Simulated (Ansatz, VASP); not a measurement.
# AlP: VASP beside Ansatz

```
Al P
1.0
     0.00000    2.73648    2.73648
     2.73648    0.00000    2.73648
     2.73648    2.73648    0.00000
Al P
1 1
Direct
  0.00000 0.00000 0.00000
  0.75000 0.75000 0.75000
```

Alike in both runs: task single point; functional PBE; dispersion D3(BJ); k mesh 1 × 1 × 1; occupations gaussian, width 0.1 eV; no spin polarisation.

|  | VASP | Ansatz |
| --- | --- | --- |
| version | VASP 6.6.1 | Ansatz 0.2.0 |
| potentials or method | VASP PAW PBE potentials, release 64 (Al, P), cutoff 500 eV | scalar-relativistic, plane waves, PAW |
| valence electrons in the cell | 8 | 8 |

```csv
,VASP,Ansatz,Ansatz less VASP
gap on the k mesh at the Fermi level (eV),3.12,3.14,+0.016
least direct gap on the mesh (eV),3.12,3.14,+0.016
```

The k mesh is coarse, so the values compare programs but aren't converged.
